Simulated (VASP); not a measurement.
Write the native input for VASP 6.6.1 that does the following.

| Quantity | Value |
| --- | --- |
| Task | single point |
| Functional | PBE |
| Dispersion | D3(BJ) |
| Potentials or basis | VASP PAW PBE potentials, release 64 (Mo_sv, S) |
| Cutoff | 520 eV |
| k mesh | 6 × 6 × 4 |
| Occupations | gaussian, width 0.05 eV |
| Spin | no spin polarisation |
| Dipole correction | no |
| Further INCAR settings | ALGO = Normal; EDIFF = 1e-06; NBANDS = 64 |

The structure of MoS2 lies in POSCAR:

```
MoS2
1.0
    6.2994479940      0.0000000001      0.0000000000
   -3.1497239971      5.4554819926      0.0000000000
    0.0000000000      0.0000000000      6.6475426602
Mo S
4 8
Direct
    0.4583377552      0.4791688776      0.0294555284
    0.5000000000      0.0000000000      0.0000000000
    0.0000000000      0.5000000000      0.0000000000
    0.0000000000      0.0000000000      0.0000000000
    0.1666666667      0.3333333333      0.2356692374
    0.1666666667      0.8333333333      0.2356692374
    0.6666666667      0.3333333333      0.2356692374
    0.6666666667      0.8333333333      0.2356692374
    0.1666666667      0.3333333333      0.7643307626
    0.1666666667      0.8333333333      0.7643307626
    0.6666666667      0.3333333333      0.7643307626
    0.6666666667      0.8333333333      0.7643307626
```

This cell differs from its parent crystal: atom 1 (Mo) moved +0.300 Å towards its neighbour atom 5 (S) at 2.400 Å.

These files were run (other wordings do the same):

INCAR

```
SYSTEM = MoS2
ALGO = Normal ; EDIFF = 1E-6
ENCUT = 520 ; GGA = PE
ISIF = 2 ; ISMEAR = 0
IVDW = 12 ; LASPH = .True.
LCHARG = .True. ; LELF = .True.
LREAL = .False. ; LVHAR = .True.
LWAVE = .False. ; NBANDS = 64
NELM = 80 ; PREC = Accurate
SIGMA = 0.05
```

KPOINTS

```
k-points
0
Gamma
  6 6 4
  0 0 0
```

Potentials or basis: VASP PAW PBE potentials, release 64 (Mo_sv, S).

The run is started by

```sh
$ cat potpaw_PBE.64/Mo_sv/POTCAR potpaw_PBE.64/S/POTCAR > POTCAR
$ mpirun -np 1 vasp_std > vasp.out
```

Results of the run:

```yaml
Pressure: 1.9 GPa
Largest_force: 8.829 eV/Å
Band_gap_on_the_k_mesh: 0.69 eV (least direct gap 1.06 eV)
Dispersion_energy_per_atom: -0.398 eV
```

Caveat: the cell differs from its parent crystal (atom 1 (Mo) moved +0.300 Å towards its neighbour atom 5 (S) at 2.400 Å); semilocal functionals underestimate gaps, and a narrow one can read as zero; forces of over 1 eV/Å act on the atoms, so gaps and moduli don't describe the material at rest.

It took 24 min on 1 thread of Oxide Virtual Turin-like Processor (shared host), peak memory 0.62 GiB.
